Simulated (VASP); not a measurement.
# GeN (P-6m2) in VASP: relaxation of cell and atoms with PBE

Aim: the relaxation of cell and atoms of GeN with PBE.

Program: VASP 6.6.1. These are calculated values, not measurements. Logs are shortened: lines on timing, memory, paths and dates and some standing lists are left out, and cuts for length are marked.

### Step 1. The cell of the first run

The structure is hexagonal, space group P-6m2 (No. 187). Conventional cell: a = 2.982 Å, b = 2.982 Å, c = 2.908 Å, α = 90.00°, β = 90.00°, γ = 120.00°. Within 3.0 Å of Ge (site symmetry -6m2) lie 6 N at 2.25 Å and 8 Ge at 2.91 to 2.98 Å. N (site symmetry -6m2) has 6 Ge at 2.25 Å and 8 N at 2.91 to 2.98 Å within 3.0 Å.

### Step 2. Relaxation of cell and atoms, PBE

INCAR reads:

```
PREC = Accurate ; ENCUT = 600
EDIFF = 1E-7 ; ISMEAR = 0
SIGMA = 0.1 ; LREAL = F
LASPH = T ; NELM = 80
ALGO = Fast ; ISIF = 3
LWAVE = F ; LCHARG = F
GGA = PE ; IBRION = 2
NSW = 100 ; EDIFFG = -0.01
```

KPOINTS reads:

```
regular mesh
0
Gamma
  24 24 20
```

POSCAR reads:

```
GeN
1.0
    2.9818013882      0.0000000000      0.0000000000
   -1.4909006941      2.5823157512      0.0000000000
    0.0000000000      0.0000000000      2.9082957941
Ge N
1 1
Direct
    0.0000000000      0.0000000000      0.0000000000
    0.6666666667      0.3333333333      0.5000000000
```

Potentials or basis: VASP PAW PBE potentials, release 64 (Ge_d, N).

Started as:

```sh
$ cat potpaw_PBE.64/Ge_d/POTCAR potpaw_PBE.64/N/POTCAR > POTCAR
$ mpirun -np 1 vasp_std > vasp.out
```

OUTCAR:

```text
PREC = Accurate
   ENCUT = 600
   EDIFF = 1E-7
   ISMEAR = 0
   LREAL = F
   LASPH = T
   NELM = 80
   ISIF = 3
   GGA = PE
   IBRION = 2
   NSW = 100
   EDIFFG = -0.01

 ion  position               nearest neighbor table
   1  0.000  0.000  0.000-   2 2.25   2 2.25   2 2.25   2 2.25   2 2.25   2 2.25
   2  0.667  0.333  0.500-   1 2.25   1 2.25   1 2.25   1 2.25   1 2.25   1 2.25

  LATTYP: Found a hexagonal cell.
 ALAT       =     2.9818013882
 C/A-ratio  =     0.9753485948

  Lattice vectors:

 A1 = (   2.9818013882,   0.0000000000,   0.0000000000)
 A2 = (  -1.4909006941,   2.5823157512,   0.0000000000)
 A3 = (   0.0000000000,   0.0000000000,   2.9082957941)

Analysis of symmetry for initial positions (statically):
=====================================================================
 Subroutine PRICEL returns:
 Original cell was already a primitive cell.

 Routine SETGRP: Setting up the symmetry group for a
 hexagonal supercell.

 Subroutine GETGRP returns: Found 12 space group operations
 (whereof 12 operations were pure point group operations)
 out of a pool of 24 trial point group operations.

The static configuration has the point symmetry D_3h.

Analysis of symmetry for dynamics (positions and initial velocities):
=====================================================================
 Subroutine PRICEL returns:
 Original cell was already a primitive cell.

 Routine SETGRP: Setting up the symmetry group for a
 hexagonal supercell.

 Subroutine GETGRP returns: Found 12 space group operations
 (whereof 12 operations were pure point group operations)
 out of a pool of 24 trial point group operations.

The dynamic configuration has the point symmetry D_3h.

 Subroutine INISYM returns: Found 12 space group operations
 (whereof 12 operations are pure point group operations),
 and found     1 'primitive' translations

----------------------------------------------------------------------------------------

                                     Primitive cell

  volume of cell :      22.3937

  direct lattice vectors                    reciprocal lattice vectors
     2.981801388  0.000000000  0.000000000     0.335367742  0.193624656  0.000000000
    -1.490900694  2.582315751  0.000000000     0.000000000  0.387249313  0.000000000
     0.000000000  0.000000000  2.908295794     0.000000000  0.000000000  0.343843980

  length of vectors
     2.981801388  2.981801388  2.908295794     0.387249313  0.387249313  0.343843980

  position of ions in fractional coordinates (direct lattice)
     0.000000000  0.000000000  0.000000000
     0.666666667  0.333333333  0.500000000

  ion indices of the primitive-cell ions
   primitive index   ion index
                 1           1
                 2           2

----------------------------------------------------------------------------------------

 KPOINTS: regular mesh

Automatic generation of k-mesh.
 Grid dimensions read from file:
 generate k-points for:   24   24   20

 Generating k-lattice:

  Cartesian coordinates                     Fractional coordinates (reciprocal lattice)
     0.013973656  0.008067694  0.000000000     0.041666667  0.000000000  0.000000000
     0.000000000  0.016135388  0.000000000     0.000000000  0.041666667  0.000000000
     0.000000000  0.000000000  0.017192199     0.000000000  0.000000000  0.050000000

  Length of vectors
     0.016135388  0.016135388  0.017192199

  Shift w.r.t. Gamma in fractional coordinates (k-lattice)
     0.000000000  0.000000000  0.000000000

 Subroutine IBZKPT returns following result:
 ===========================================

 Found    671 irreducible k-points:

 Following reciprocal coordinates:
            Coordinates               Weight
  0.000000  0.000000  0.000000      1.000000
  0.041667  0.000000  0.000000      6.000000
  0.083333  0.000000  0.000000      6.000000
  0.125000 -0.000000  0.000000      6.000000
  0.166667 -0.000000  0.000000      6.000000
  0.208333  0.000000  0.000000      6.000000
[... 16 lines left out ...]
  0.416667  0.041667  0.000000     12.000000
  0.458333  0.041667  0.000000     12.000000
 [... further k-points ...]
   k-points           NKPTS =    671   k-points in BZ     NKDIM =    671   number of bands    NBANDS=     13
   number of dos      NEDOS =    301   number of ions     NIONS =      2
   total plane-waves  NPLWV =  13824
   dimension x,y,z NGX =    24 NGY =   24 NGZ =   24
   dimension x,y,z NGXF=    48 NGYF=   48 NGZF=   48
   ions per type =               1   1
   NGX,Y,Z   is equivalent  to a cutoff of  13.38, 13.38, 13.72 a.u.
   NGXF,Y,Z  is equivalent  to a cutoff of  26.76, 26.76, 27.44 a.u.
 SYSTEM =  unknown system
   PREC   = accura    normal or accurate (medium, high low for compatibility)
   ISTART =      0    job   : 0-new  1-cont  2-samecut
   ICHARG =      2    charge: 1-file 2-atom 10-const
   ISPIN  =      1    spin polarized calculation?
   LNONCOLLINEAR =      F non collinear calculations
   LSORBIT =      F    spin-orbit coupling
   LASPH  =      T    aspherical Exc in radial PAW
   ENCUT  =  600.0 eV  44.10 Ry    6.64 a.u.   5.96  5.96  5.81*2*pi/ulx,y,z
   NELM   =     80;   NELMIN=  2; NELMDL= -5     # of ELM steps
   EDIFF  = 0.1E-06   stopping-criterion for ELM
   LREAL  =      F    real-space projection
   EDIFFG = -.1E-01   stopping-criterion for IOM
   NSW    =    100    number of steps for IOM
   IBRION =      2    ionic relax: 0-MD 1-quasi-New 2-CG
   NFREE  =      1    steps in history (QN), initial steepest desc. (CG)
   ISIF   =      3    stress and relaxation
   ISYM   =      2    0-nonsym 1-usesym 2-fastsym
   POTIM  = 0.5000    time-step for ionic-motion
   TEBEG  =    0.0;   TEEND  =   0.0 temperature during run
   PSTRESS=    0.0 pullay stress
   NELECT =      19.0000    total number of electrons
   NUPDOWN=      -1.0000    fix difference up-down
   EMIN   =  10.00;   EMAX   =-10.00  energy-range for DOS
   EFERMI =   0.00;   METHOD = LEGACY
   ISMEAR =     0;   SIGMA  =   0.10  broadening in eV -4-tet -1-fermi 0-gaus
   EFERMI_NEDOS =   21; number of points for ismear=-14 and -15
   IALGO  =     68    algorithm
   IMIX   =      4    mixing-type and parameters
     AMIX     =   0.40;   BMIX     =  1.00
     AMIX_MAG =   1.60;   BMIX_MAG =  1.00
  volume/ion in A,a.u.               =      11.20        75.56
  Fermi-wavevector in a.u.,A,eV,Ry     =   1.549829  2.928752 32.680791  2.401970
  Thomas-Fermi vector in A             =   2.654580
   LORBIT       =      0    0 simple, 1 ext, 2 COOP (PROOUT), +10 PAW based schemes
   GGA     = PE    functional components
   LHFCALC =     F    Hartree Fock is set to
   AEXX    =    0.0000 exact exchange contribution
   IVDW    =     0    specifies the selected vdW correction
   LEPSILON=     F    determine dielectric tensor
   LRPA    =     F    only Hartree local field effects (RPA)
 conjugate gradient relaxation of ions
 non-spin polarized calculation
 RMM-DIIS sequential band-by-band and
 Gauss-broadening in eV      SIGMA  =   0.10
  energy-cutoff  :      600.00
  volume of cell :       22.39
 maximum number of plane-waves:       774
 NGX is ok and might be reduce to    24
   NGX = 11   NGY = 11   NGZ = 11

--------------------------------------- Ionic step        1  -------------------------------------------

 number of electron      19.0000005 magnetization

 Free energy of the ion-electron system (eV)
  ---------------------------------------------------
  ext. energy  EPLUGINS =         0.00000000
  ---------------------------------------------------
  free energy    TOTEN  =       -11.08663125 eV

  energy without entropy =      -11.08439324  energy(sigma->0) =      -11.08551225

------------------------ aborting loop because EDIFF is reached ----------------------------------------

  FORCE on cell =-STRESS in cart. coord.  units (eV):
  Direction    XX          YY          ZZ          XY          YZ          ZX
  --------------------------------------------------------------------------------------
  -------------------------------------------------------------------------------------
  Total        0.6413408      0.6413408     -1.4216644      0.0000000      0.0000000      0.0000000
  in kB       45.8852216     45.8852216   -101.7140684      0.0000000      0.0000000      0.0000000
  external PRESSURE =      -3.3145417 kB  Pullay stress =       0.0000000 kB
[... 129 lines left out ...]
  energy  without entropy=      -11.1044074767  energy(sigma->0) =      -11.10550009

--------------------------------------- Ionic step        5  -------------------------------------------

 number of electron      19.0000001 magnetization

 Free energy of the ion-electron system (eV)
  ---------------------------------------------------
  ext. energy  EPLUGINS =         0.00000000
  ---------------------------------------------------
  free energy    TOTEN  =       -11.10662076 eV

  energy without entropy =      -11.10444561  energy(sigma->0) =      -11.10553318

 E-fermi :   8.3542     XC(G=0): -12.3005

 val. band max:        8.3298416331   @ k =   0.2083   0.1250   0.3500
 cond. band min:       8.3575446521   @ k =   0.2500   0.2500   0.4500
 fundamental gap:      0.0277030190
 Fermi energy:         8.3541652215

 k-point     1 :       0.0000    0.0000    0.0000
  band No.  band energies     occupation
      1     -17.0641      2.00000
      2     -17.0012      2.00000
      3     -17.0012      2.00000
      4     -16.9098      2.00000
      5     -16.9098      2.00000
      6      -9.8344      2.00000
      7       4.2849      2.00000
      8       5.0197      2.00000
      9       6.1839      2.00000
     10       6.1839      2.00000
     11      14.8783      0.00000
     12      14.8783      0.00000
     13      16.1732      0.00000
[... 353 lines left out ...]
 k-point    24 :       0.4583    0.0417    0.0000
  band No.  band energies     occupation
      1     -17.0537      2.00000
      2     -16.9971      2.00000
      3     -16.9542      2.00000
      4     -16.9194      2.00000
      5     -16.9151      2.00000
      6      -7.1516      2.00000
      7      -2.1401      2.00000
      8       4.2251      2.00000
      9       6.5982      2.00000
     10       7.7873      2.00000
     11      12.0559      0.00000
     12      15.7196      0.00000
     13      16.1193      0.00000

 [... further k-points ...]

------------------------ aborting loop because EDIFF is reached ----------------------------------------

  FORCE on cell =-STRESS in cart. coord.  units (eV):
  Direction    XX          YY          ZZ          XY          YZ          ZX
  --------------------------------------------------------------------------------------
  -------------------------------------------------------------------------------------
  Total        0.0124591      0.0124591     -0.0099025      0.0000000     -0.0000000      0.0000000
  in kB        0.8852755      0.8852755     -0.7036123      0.0000000     -0.0000000      0.0000000
  external PRESSURE =       0.3556463 kB  Pullay stress =       0.0000000 kB
[... 17 lines left out ...]
  FREE ENERGIE OF THE ION-ELECTRON SYSTEM (eV)
  ---------------------------------------------------
  free  energy   TOTEN  =       -11.1066207566 eV

  energy  without entropy=      -11.1044456110  energy(sigma->0) =      -11.10553318

 reached required accuracy - stopping structural energy minimisation
```

Run time: 17 min. Hardware: 1 thread of Oxide Virtual Turin-like, shared host; peak memory 0.33 GiB.

Results:

| Property | Result |
| --- | --- |
| Free energy | -11.1066 eV |
| Relaxed volume | 11.27 Å³/atom |
| Relaxed cell | a = 3.018 Å, b = 3.018 Å, c = 2.859 Å, α = 90.00°, β = 90.00°, γ = 120.00° |
| Space group after relaxing (to 0.1 Å) | P-6m2 (No. 187) |
| Energy gained by relaxing | 10.0 meV/atom |
| Ionic steps | 5 |
| Pressure after relaxing | 0.0 GPa |
| Band gap on the k mesh | zero (an odd number of electrons rules out a gap without spin polarisation) |

Stress tensor (GPa, compression positive):
```
 0.09  0.00  0.00
 0.00  0.09  0.00
 0.00  0.00 -0.07
```

Step by step:
```csv
step,energy change (eV),largest force (eV/Å),pressure (GPa),volume (Å³)
1,0.0000,0.0000,-0.33,22.39
2,-0.0064,0.0000,2.79,22.30
3,-0.0192,0.0000,1.21,22.35
4,-0.0200,0.0000,-0.33,22.59
5,-0.0200,0.0000,0.04,22.55
```

Final structure:
```
CELL_PARAMETERS angstrom
3.01771 0.00000 0.00000
-1.50885 2.61341 0.00000
0.00000 0.00000 2.85914
ATOMIC_POSITIONS crystal
Ge 0.00000 0.00000 0.00000
N 0.66667 0.33333 0.50000
```

Levels at points of the mesh, in eV from the Fermi level:
```tsv
k point	band 6	band 7	band 8	band 9	band 10	band 11	band 12	band 13
(0.00, 0.00, 0.00)	-18.19	-4.07	-3.33	-2.17	-2.17	6.52	6.52	7.82
(0.50, 0.00, 0.00)	-15.50	-10.54	-3.93	-1.75	-0.78	3.71	7.35	8.09
(0.00, 0.00, 0.50)	-15.70	-11.89	-1.28	-1.28	2.63	2.89	7.82	7.82
(0.50, 0.00, 0.50)	-13.79	-7.89	-6.83	-5.25	-2.08	4.28	4.29	4.88
```

Caveat: an odd number of electrons without spin polarisation forces a metal; a magnetic or distorted state may lie lower.

The gap in the log of VASP goes by the Fermi energy; the results here count the filled bands.